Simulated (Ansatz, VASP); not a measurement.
# Two plane-wave programs on LiNb3P

The input INCAR:

```
PREC = Accurate ; ENCUT = 600
EDIFF = 1E-6 ; ISMEAR = 0
SIGMA = 0.1 ; LREAL = False
LASPH = True ; NELM = 60
ALGO = Normal ; ISIF = 3
LWAVE = False ; LCHARG = False
GGA = PE ; IBRION = 2
NSW = 90 ; EDIFFG = -0.04
```

KPOINTS

```
regular mesh
0
Gamma
  6 6 2
```

The input POSCAR:

```
LiNb3P
1.0
    3.3880677504      0.0000000000      0.0000000000
    0.0000000000      3.3880677504      0.0000000000
    0.0000000000      0.0000000000      7.4930919316
Li Nb P
1 3 1
Direct
    0.0000000000      0.0000000000      0.0000000000
    0.5000000000      0.5000000000      0.0000000000
    0.5000000000      0.5000000000      0.3203818143
    0.5000000000      0.5000000000      0.6796181857
    0.0000000000      0.0000000000      0.5000000000
```

Input for Ansatz:

```yaml
crystal:
  lattice:
    - [3.3880677504, 0.0, 0.0]
    - [0.0, 3.3880677504, 0.0]
    - [0.0, 0.0, 7.4930919316]
  atoms:
    - { symbol: Li, position: [0.0, 0.0, 0.0] }
    - { symbol: Nb, position: [0.5, 0.5, 0.0] }
    - { symbol: Nb, position: [0.5, 0.5, 0.3203818143] }
    - { symbol: Nb, position: [0.5, 0.5, 0.6796181857] }
    - { symbol: P, position: [0.0, 0.0, 0.5] }
basis:
  ecutwfc: 420
kpoints:
  mp_grid: { grid: [6, 6, 2] }
hamiltonian:
  xc: pbe
scf:
  occupations: { method: gaussian, width: 0.1 }
  lower_state_search: "off"
output:
  forces: true
  stress: true
  eigenvalues: true
relax:
  adjacent_minimum: "off"
  f_tol: 0.04
  max_steps: 70
  cell: { stress_tol: 0.4 }
```

Alike in both runs: task relaxation of cell and atoms; functional PBE; k mesh 6 × 6 × 2; occupations gaussian, width 0.1 eV; no spin polarisation.

```csv
,VASP,Ansatz
version,VASP 6.6.1,Ansatz 0.2.0
potentials or method,"VASP PAW PBE potentials, release 64 (Li_sv, Nb_sv, P), cutoff 600 eV","scalar-relativistic, plane waves, PAW"
valence electrons in the cell,47,47
```

Ansatz gave:

```
gap on the k mesh at the Fermi level, each at its own relaxed structure (eV) : none
relaxed volume (Å³/atom)                                                     : 17.22
relaxed length of the cell vector where the two differ most in proportion (Å)              : 3.330
```

**Question.** Estimate VASP's values.

**Answer.** gap on the k mesh at the Fermi level, each at its own relaxed structure (eV): none; relaxed volume (Å³/atom): 17.19; relaxed length of the cell vector where the two differ most in proportion (Å): 3.325.

A gap of «none» marks a metal or a gap that the smearing closes.

The k mesh is coarse, so the values compare programs but aren't converged. Noted on VASP's run: the cutoff is under 1.25 times that of the potentials, so the pressure is a little rough.
